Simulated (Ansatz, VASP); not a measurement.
**BN: VASP beside Ansatz**

```
B N
1.0
     1.63497   -1.72788    0.00000
     1.63497    1.72788    0.00000
     0.00000    0.00000    3.36487
B N
1 1
Direct
  0.00000 0.00000 0.00000
  0.50000 0.50000 0.50000
```

Alike in both runs: task single point; functional PBE; k mesh 8 × 8 × 6; occupations gaussian, width 0.1 eV; collinear spin.

|  | VASP | Ansatz |
| --- | --- | --- |
| version | VASP 6.6.1 | Ansatz 0.2.0 |
| potentials or method | VASP PAW PBE potentials, release 64 (B, N), cutoff 520 eV | scalar-relativistic, plane waves, PAW |
| valence electrons in the cell | 8 | 8 |

|  | VASP | Ansatz | Ansatz less VASP |
| --- | --- | --- | --- |
| gap on the k mesh at the Fermi level (eV) | none | none | - |
| net moment per atom (μB) | 0.00 | 0.00 | 0.000 |

A gap of «none» marks a metal or a gap that the smearing closes. Ansatz's warnings: seeded moment not kept.
